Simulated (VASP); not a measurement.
# W (Im-3m) in VASP: further runs, part 2 of 2

VASP 6.6.1.

## 4. Single point, PBE+D3(BJ)

This run uses another cell than the first one, of 15.53 Å³/atom, 1.043 times its volume.

INCAR

```
SYSTEM = W
PREC     = Accurate       ! precision mode
ENCUT    = 520            ! plane-wave cutoff, eV
EDIFF    = 1E-6           ! SCF threshold, eV
ISMEAR   = 1              ! smearing method
SIGMA    = 0.1            ! smearing width, eV
LREAL    = .False.        ! projectors in reciprocal space
LASPH    = .True.         ! aspherical terms in the spheres
NELM     = 60             ! most SCF steps
ALGO     = Normal         ! electronic algorithm
ISIF     = 2              ! what is computed and relaxed
LWAVE    = .False.        ! write WAVECAR
LCHARG   = .True.         ! write CHGCAR
GGA      = PE             ! functional
IVDW     = 12             ! dispersion correction
LELF     = .True.         ! ELF
LVHAR    = .True.       
NBANDS   = 13             ! bands
```

KPOINTS

```
Automatic mesh
0
Gamma
  12 12 12
  0 0 0
```

POSCAR

```
W
1.0
   -1.5717249149      1.5717249149      1.5717249149
    1.5717249149     -1.5717249149      1.5717249149
    1.5717249149      1.5717249149     -1.5717249149
W
1
Direct
    0.0000000000      0.0000000000      0.0000000000
```

Potentials or basis: VASP PAW PBE potentials, release 64 (W_sv).

On the command line:

```sh
> cat potpaw_PBE.64/W_sv/POTCAR > POTCAR
> mpirun -np 1 vasp_std > vasp.out
```

OUTCAR:

```text
SYSTEM = W
   PREC = Accurate
   ENCUT = 520
   EDIFF = 1E-6
   ISMEAR = 1
   LREAL = .False.
   LASPH = .True.
   NELM = 60
   ISIF = 2
   GGA = PE
   IVDW = 12
 IVDW          = 12

 ion  position               nearest neighbor table
   1  0.000  0.000  0.000-

  LATTYP: Found a body centered cubic cell.
 ALAT       =     3.1434498298

  Lattice vectors:

 A1 = (  -1.5717249149,   1.5717249149,   1.5717249149)
 A2 = (   1.5717249149,  -1.5717249149,   1.5717249149)
 A3 = (   1.5717249149,   1.5717249149,  -1.5717249149)

Analysis of symmetry for initial positions (statically):
=====================================================================
 Subroutine PRICEL returns:
 Original cell was already a primitive cell.

 Routine SETGRP: Setting up the symmetry group for a
 body centered cubic supercell.

 Subroutine GETGRP returns: Found 48 space group operations
 (whereof 48 operations were pure point group operations)
 out of a pool of 48 trial point group operations.

The static configuration has the point symmetry O_h .

Analysis of symmetry for dynamics (positions and initial velocities):
=====================================================================
 Subroutine PRICEL returns:
 Original cell was already a primitive cell.

 Routine SETGRP: Setting up the symmetry group for a
 body centered cubic supercell.

 Subroutine GETGRP returns: Found 48 space group operations
 (whereof 48 operations were pure point group operations)
 out of a pool of 48 trial point group operations.

The dynamic configuration has the point symmetry O_h .

 Subroutine INISYM returns: Found 48 space group operations
 (whereof 48 operations are pure point group operations),
 and found     1 'primitive' translations

----------------------------------------------------------------------------------------

                                     Primitive cell

  volume of cell :      15.5306

  direct lattice vectors                    reciprocal lattice vectors
    -1.571724915  1.571724915  1.571724915     0.000000000  0.318121826  0.318121826
     1.571724915 -1.571724915  1.571724915     0.318121826  0.000000000  0.318121826
     1.571724915  1.571724915 -1.571724915     0.318121826  0.318121826  0.000000000

  length of vectors
     2.722307408  2.722307408  2.722307408     0.449892201  0.449892201  0.449892201

  position of ions in fractional coordinates (direct lattice)
     0.000000000  0.000000000  0.000000000

  ion indices of the primitive-cell ions
   primitive index   ion index
                 1           1

----------------------------------------------------------------------------------------

 KPOINTS: Automatic mesh

Automatic generation of k-mesh.
 Grid dimensions read from file:
 generate k-points for:   12   12   12

 Generating k-lattice:

  Cartesian coordinates                     Fractional coordinates (reciprocal lattice)
     0.000000000  0.026510152  0.026510152     0.083333333  0.000000000  0.000000000
     0.026510152  0.000000000  0.026510152     0.000000000  0.083333333  0.000000000
     0.026510152  0.026510152  0.000000000     0.000000000  0.000000000  0.083333333

  Length of vectors
     0.037491017  0.037491017  0.037491017

  Shift w.r.t. Gamma in fractional coordinates (k-lattice)
     0.000000000  0.000000000  0.000000000

 Subroutine IBZKPT returns following result:
 ===========================================

 Found     72 irreducible k-points:

 Following reciprocal coordinates:
            Coordinates               Weight
  0.000000  0.000000  0.000000      1.000000
  0.083333  0.000000  0.000000     12.000000
  0.166667  0.000000  0.000000     12.000000
  0.250000  0.000000  0.000000     12.000000
  0.333333  0.000000  0.000000     12.000000
  0.416667  0.000000  0.000000     12.000000
[... 16 lines left out ...]
  0.333333  0.083333  0.083333     24.000000
  0.416667  0.083333  0.083333     12.000000
 [... further k-points ...]
   k-points           NKPTS =     72   k-points in BZ     NKDIM =     72   number of bands    NBANDS=     13
   number of dos      NEDOS =    301   number of ions     NIONS =      1
   total plane-waves  NPLWV =   8000
   dimension x,y,z NGX =    20 NGY =   20 NGZ =   20
   dimension x,y,z NGXF=    40 NGYF=   40 NGZF=   40
   ions per type =               1
   NGX,Y,Z   is equivalent  to a cutoff of  12.21, 12.21, 12.21 a.u.
   NGXF,Y,Z  is equivalent  to a cutoff of  24.43, 24.43, 24.43 a.u.
 SYSTEM =  W
   PREC   = accura    normal or accurate (medium, high low for compatibility)
   ISTART =      0    job   : 0-new  1-cont  2-samecut
   ICHARG =      2    charge: 1-file 2-atom 10-const
   ISPIN  =      1    spin polarized calculation?
   LNONCOLLINEAR =      F non collinear calculations
   LSORBIT =      F    spin-orbit coupling
   LASPH  =      T    aspherical Exc in radial PAW
   ENCUT  =  520.0 eV  38.22 Ry    6.18 a.u.   5.06  5.06  5.06*2*pi/ulx,y,z
   NELM   =     60;   NELMIN=  2; NELMDL= -5     # of ELM steps
   EDIFF  = 0.1E-05   stopping-criterion for ELM
   LREAL  =      F    real-space projection
   EDIFFG = 0.1E-04   stopping-criterion for IOM
   NSW    =      0    number of steps for IOM
   IBRION =     -1    ionic relax: 0-MD 1-quasi-New 2-CG
   NFREE  =      0    steps in history (QN), initial steepest desc. (CG)
   ISIF   =      2    stress and relaxation
   ISYM   =      2    0-nonsym 1-usesym 2-fastsym
   POTIM  = 0.5000    time-step for ionic-motion
   TEBEG  =    0.0;   TEEND  =   0.0 temperature during run
   PSTRESS=    0.0 pullay stress
   NELECT =      14.0000    total number of electrons
   NUPDOWN=      -1.0000    fix difference up-down
   EMIN   =  10.00;   EMAX   =-10.00  energy-range for DOS
   EFERMI =   0.00;   METHOD = LEGACY
   ISMEAR =     1;   SIGMA  =   0.10  broadening in eV -4-tet -1-fermi 0-gaus
   EFERMI_NEDOS =   21; number of points for ismear=-14 and -15
   IALGO  =     38    algorithm
   IMIX   =      4    mixing-type and parameters
     AMIX     =   0.40;   BMIX     =  1.00
     AMIX_MAG =   1.60;   BMIX_MAG =  1.00
  volume/ion in A,a.u.               =      15.53       104.81
  Fermi-wavevector in a.u.,A,eV,Ry     =   1.581446  2.988499 34.027773  2.500971
  Thomas-Fermi vector in A             =   2.681520
   LORBIT       =      0    0 simple, 1 ext, 2 COOP (PROOUT), +10 PAW based schemes
   GGA     = PE    functional components
   LHFCALC =     F    Hartree Fock is set to
   AEXX    =    0.0000 exact exchange contribution
   IVDW    =    12    specifies the selected vdW correction
   LEPSILON=     F    determine dielectric tensor
   LRPA    =     F    only Hartree local field effects (RPA)
 non-spin polarized calculation
 Methfessel and Paxton  Order N= 1 SIGMA  =   0.10
  energy-cutoff  :      520.00
  volume of cell :       15.53
 maximum number of plane-waves:       430
   NGX = 11   NGY = 11   NGZ = 11

 number of electron      14.0000005 magnetization

 Free energy of the ion-electron system (eV)
  ---------------------------------------------------
  ext. energy  EPLUGINS =         0.00000000
  ---------------------------------------------------
  free energy    TOTEN  =       -12.92839422 eV

  energy without entropy =      -12.92751577  energy(sigma->0) =      -12.92810140

 E-fermi :  11.6618     XC(G=0): -13.7573

 val. band max:       11.6542795322   @ k =   0.4167   0.0833   0.0000
 cond. band min:      11.6664482963   @ k =  -0.1667   0.1667   0.0833
 fundamental gap:      0.0121687641
 Fermi energy:        11.6617897273

 k-point     1 :       0.0000    0.0000    0.0000
  band No.  band energies     occupation
      1     -62.4156      2.00000
      2     -25.9456      2.00000
      3     -25.9456      2.00000
      4     -25.9456      2.00000
      5       1.9924      2.00000
      6      10.4789      2.00000
      7      10.4789      2.00000
      8      10.4789      2.00000
      9      14.0526      0.00000
     10      14.0526      0.00000
     11      26.3053      0.00000
     12      26.3053      0.00000
     13      26.3053      0.00000
[... 353 lines left out ...]
 k-point    24 :       0.4167    0.0833    0.0833
  band No.  band energies     occupation
      1     -62.2659      2.00000
      2     -27.2326      2.00000
      3     -26.4561      2.00000
      4     -26.0471      2.00000
      5       6.0146      2.00000
      6       8.0368      2.00000
      7      11.5128      2.05624
      8      14.2139      0.00000
      9      15.0069      0.00000
     10      19.3757      0.00000
     11      21.9638      0.00000
     12      24.0382      0.00000
     13      28.1045      0.00000

 [... further k-points ...]

------------------------ aborting loop because EDIFF is reached ----------------------------------------

 Edisp (eV)   -0.71014

 E8    (eV) :    -0.3642

  FORCE on cell =-STRESS in cart. coord.  units (eV):
  Direction    XX          YY          ZZ          XY          YZ          ZX
  --------------------------------------------------------------------------------------
  -------------------------------------------------------------------------------------
  Total       0.55970     0.55970     0.55970     0.00000    -0.00000     0.00000
  in kB      57.74002    57.74002    57.74002     0.00000    -0.00000     0.00000
  external pressure =       57.74 kB  Pullay stress =        0.00 kB

 VOLUME and BASIS-vectors are now :
 -----------------------------------------------------------------------------
  energy-cutoff  :      520.00
  volume of cell :       15.53
      direct lattice vectors                 reciprocal lattice vectors
    -1.571724915  1.571724915  1.571724915     0.000000000  0.318121826  0.318121826
     1.571724915 -1.571724915  1.571724915     0.318121826  0.000000000  0.318121826
     1.571724915  1.571724915 -1.571724915     0.318121826  0.318121826  0.000000000

 POSITION                                       TOTAL-FORCE (eV/Angst)
 -----------------------------------------------------------------------------------
      0.00000      0.00000      0.00000        -0.000000      0.000000      0.000000
 -----------------------------------------------------------------------------------
    total drift:                                0.000000     -0.000000      0.000000

  FREE ENERGIE OF THE ION-ELECTRON SYSTEM (eV)
  ---------------------------------------------------
  free  energy   TOTEN  =       -13.6385370250 eV

  energy  without entropy=      -13.6376585784  energy(sigma->0) =      -13.63824421
```

Wall time 7.2 s (1 thread of Intel Xeon Platinum 8559C (Emerald Rapids), shared host); peak memory 0.14 GiB.

Results:

```
Free energy                : -13.6385 eV
Pressure                   : 5.8 GPa
Band gap on the k mesh     : zero (band 7 reaches 17.06 eV, above the bottom of band 8 at 10.48 eV)
Dispersion energy per atom : -0.710 eV
```

Caveat: three body term missing; spin-orbit coupling is left out, which moves the levels of the heavy elements; pairwise dispersion overbinds metals, which lowers pressure and volume.

## 5. Single point, PBE+D3(BJ)

This run uses another cell than the first one, of 15.85 Å³/atom, 1.064 times its volume.

INCAR

```
SYSTEM = W
PREC = Accurate
ENCUT = 520
EDIFF = 1E-6
ISMEAR = 1
SIGMA = 0.1
LREAL = .FALSE.
LASPH = .TRUE.
NELM = 60
ALGO = Normal
ISIF = 2
LWAVE = .FALSE.
LCHARG = .TRUE.
GGA = PE
IVDW = 12
LELF = .TRUE.
LVHAR = .TRUE.
NBANDS = 13
```

KPOINTS

```
regular mesh
0
G
  12 12 12
  0 0 0
```

POSCAR

```
W
1.0
   -1.5823450000      1.5823450000      1.5823450000
    1.5823450000     -1.5823450000      1.5823450000
    1.5823450000      1.5823450000     -1.5823450000
W
1
Direct
    0.0000000000      0.0000000000      0.0000000000
```

On the command line:

```sh
> cat potpaw_PBE.64/W_sv/POTCAR > POTCAR
> mpirun -np 1 vasp_std > vasp.out
```

Run time: 6.9 s. Hardware: 1 thread of Intel Xeon Platinum 8559C (Emerald Rapids), shared host; peak memory 0.14 GiB.

The run converged. Its results:

| Item | Value |
| --- | --- |
| Free energy | -13.6436 eV |
| Pressure | -0.7 GPa |
| Band gap on the k mesh | zero (band 7 reaches 16.61 eV, above the bottom of band 8 at 10.21 eV) |
| Dispersion energy per atom | -0.695 eV |

Levels at points of the mesh, in eV from the Fermi level:
```tsv
k point	band 4	band 5	band 6	band 7	band 8	band 9	band 10	band 11
(0.00, 0.00, 0.00)	-37.65	-9.54	-1.13	-1.13	-1.13	2.36	2.36	14.62
(0.50, 0.00, 0.00)	-37.66	-6.18	-3.47	0.78	2.26	3.23	6.25	11.19
(0.50, 0.50, 0.50)	-38.55	-5.73	-5.73	5.27	5.27	5.27	8.35	8.35
```

Caveat: three body term missing; spin-orbit coupling is left out, which moves the levels of the heavy elements; pairwise dispersion overbinds metals, which lowers pressure and volume.

## 6. The runs side by side

| cell | gap on the mesh (eV) | pressure (GPa) |
| --- | --- | --- |
| a = 2.685 Å, angles 109.5°, 1 atom | none | 21.0 |
| a = 2.704 Å, angles 109.5°, 1 atom | none | 13.0 |
| a = 2.722 Å, angles 109.5°, 1 atom | none | 5.8 |
| a = 2.741 Å, angles 109.5°, 1 atom | none | -0.7 |

Alike in all rows: task single point; level PBE+D3(BJ); potentials or basis VASP PAW PBE potentials, release 64 (W_sv); no spin polarisation; k mesh 12 × 12 × 12; cutoff (eV) 520; smearing methfessel-paxton 0.1 eV.

Caveats: three body term missing; spin-orbit coupling is left out, which moves the levels of the heavy elements; pairwise dispersion overbinds metals, which lowers pressure and volume.

Total energies depend on the potentials used, so only differences within one code and one set of settings carry meaning.
